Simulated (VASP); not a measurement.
TePb: relaxation of the atoms with LDA

TePb:

```xyz
2
Lattice="-0.0272 3.1955 3.2227 3.1955 -0.0272 3.2227 3.1683 3.1683 0.0000" Properties=species:S:1:pos:R:3 pbc="T T T"
Pb    0.0000    0.0000    0.0000
Te    3.1683    3.1683    3.2227
```

This cell differs from its parent crystal: strained cell.

| Item | Value |
| --- | --- |
| Program | VASP 6.6.1 |
| Task | relaxation of the atoms |
| Functional | LDA |
| Potentials or basis | VASP PAW LDA potentials, release 64 (Pb_d, Te) |
| Cutoff | 450 eV |
| k mesh | 8 × 8 × 8 |
| Occupations | gaussian, width 0.02 eV |
| Spin | no spin polarisation |
| Dipole correction | no |
| Further INCAR settings | ALGO = Normal; EDIFF = 1e-07; IBRION = 2; EDIFFG = -0.002; NSW = 60 |

The pressure after relaxing is -0.5 GPa. The band gap on the k mesh is 0.49 eV (least direct gap 0.57 eV).

Stress tensor (GPa, compression positive):
```
-0.17  0.27  0.00
 0.27 -0.17  0.00
 0.00  0.00 -1.23
```

Final structure:
```
CELL_PARAMETERS angstrom
-0.02721 3.19549 3.22270
3.19549 -0.02721 3.22270
3.16827 3.16827 0.00000
ATOMIC_POSITIONS crystal
Pb 0.00000 0.00000 0.00000
Te 0.50000 0.50000 0.50000
```

Levels at points of the mesh, in eV from the valence-band top:
```csv
k point,band 8,band 9,band 10,band 11,band 12,band 13
"(0.00, 0.00, 0.00)",-1.59,-1.44,-1.43,3.83,4.01,4.06
"(0.50, 0.00, 0.00)",-1.01,-0.94,0.00,0.57,1.10,1.18
"(0.50, 0.50, 0.00)",-4.75,-3.07,-2.90,3.12,5.42,5.48
"(0.00, 0.00, 0.50)",-1.03,-1.02,-0.09,0.49,1.05,1.06
"(0.50, 0.00, 0.50)",-4.77,-3.06,-2.96,3.09,5.31,5.51
```

It took 62 s on 1 thread of AMD EPYC 7R13 Processor (Zen 3), with other jobs on the host, peak memory 0.18 GiB.

Caveat: the cell differs from its parent crystal (strained cell); spin-orbit coupling is left out, which moves the levels of the heavy elements. A k mesh can miss the band edges.
